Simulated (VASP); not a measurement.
Input of a VASP 6.6.1 run:

File INCAR:

```
SYSTEM = Al15As16
ALGO = Normal
EDIFF = 1E-6
ENCUT = 520
GGA = PE
ISIF = 2
ISMEAR = 0
ISPIN = 2
LASPH = .TRUE.
LCHARG = .FALSE.
LORBIT = 11
LREAL = Auto
LWAVE = .FALSE.
MAGMOM = 0 0 0 0 0 0 0 0 0 0 0 0 0 0 0 0.5 0 0 0 0 0 0 0 0 0 0 0 0 0.5 0.5 0.5
NBANDS = 88
NELECT = 124.0
NELM = 150
PREC = Accurate
SIGMA = 0.01
```

KPOINTS

```
Automatic mesh
0
Gamma
  2 2 2
  0.5 0.5 0.5
```

The input POSCAR:

```
Al15As16
1.0
   -5.7279123196      5.7279123196     -5.7279123196
   -5.7279123196     -5.7279123196      5.7279123196
    5.7279123196      5.7279123196      5.7279123196
Al As
15 16
Direct
    0.5025298254      0.0005577405      0.5000000000
    0.5025298254      0.7500000000      0.7505577405
    0.2500000000      0.2500000000      0.5000000000
    0.2480279151     -0.0025298254      0.7474701746
    0.2500000000      0.7500000000      0.0000000000
    0.0005577405      0.5025298254      0.5000000000
   -0.0025298254      0.2480279151      0.7474701746
   -0.0025298254     -0.0025298254     -0.0019720849
    0.0005577405      0.7500000000      0.2525298254
    0.7500000000      0.5025298254      0.7505577405
    0.7500000000      0.2500000000      0.0000000000
    0.7500000000      0.0005577405      0.2525298254
    0.4994422595      0.4994422595      0.0019720850
    0.4994422595      0.2519720850      0.2494422595
    0.2519720850      0.4994422595      0.2494422595
   -0.0015861699     -0.0015861699      0.7484138301
    0.7500000000      0.2502509905      0.7493166127
    0.7500000000     -0.0006833873      0.0002509905
    0.5006833873      0.5006833873      0.7509343778
    0.4990656222      0.2497490095     -0.0002509905
    0.5006833873      0.0009343778      0.2506833873
    0.2502509905      0.7500000000      0.7493166127
    0.2497490095      0.4990656222     -0.0002509905
    0.2497490095      0.2497490095      0.2490656222
    0.2502509905     -0.0006833873      0.5000000000
   -0.0006833873      0.7500000000      0.0002509905
    0.0009343778      0.5006833873      0.2506833873
   -0.0006833873      0.2502509905      0.5000000000
    0.7500000000      0.7500000000      0.2515861699
    0.7500000000      0.5015861699      0.5000000000
    0.5015861699      0.7500000000      0.5000000000
```

Potentials or basis: VASP PAW PBE potentials, release 64 (Al, As).

Launch:

```console
$ cat potpaw_PBE.64/Al/POTCAR potpaw_PBE.64/As/POTCAR > POTCAR
$ mpirun -np 1 vasp_std > vasp.out
```

Problem. Predict the largest force.

Solution. 0.021 eV/Å.

Problem. What does it give for the site moments?

Solution. Al +0.00; As +0.04, +0.00 (each value once) μB.

Problem. What does it give for the net moment?

Solution. 0.50 μB per cell.

Forces in eV/Å, atoms in the order of the input:
```
Al  -0.009  0.013 -0.013
Al  -0.013  0.009 -0.013
Al   0.000  0.000  0.000
Al   0.013 -0.013 -0.009
Al   0.000  0.000  0.000
Al  -0.009 -0.013  0.013
Al   0.013 -0.009 -0.013
Al   0.009 -0.013 -0.013
Al   0.013  0.009  0.013
Al  -0.013 -0.013  0.009
Al   0.000  0.000  0.000
Al   0.013  0.013  0.009
Al   0.009  0.013  0.013
Al  -0.013 -0.009  0.013
Al  -0.013  0.013 -0.009
As  -0.006  0.006  0.006
As  -0.010 -0.010 -0.011
As   0.010  0.010 -0.011
As  -0.011  0.010  0.010
As   0.010 -0.010  0.011
As  -0.010  0.011  0.010
As  -0.010 -0.011 -0.010
As   0.010  0.011 -0.010
As  -0.011 -0.010 -0.010
As   0.011  0.010 -0.010
As   0.010 -0.011  0.010
As  -0.010  0.010  0.011
As   0.011 -0.010  0.010
As  -0.006 -0.006 -0.006
As   0.006  0.006 -0.006
As   0.006 -0.006  0.006
```

Caveat: the k points lie up to 0.39 Å⁻¹ apart; the cell carries a net charge on a neutralising background, which shifts energy and pressure; the cell differs from its parent crystal (atoms taken out, then relaxed in part).
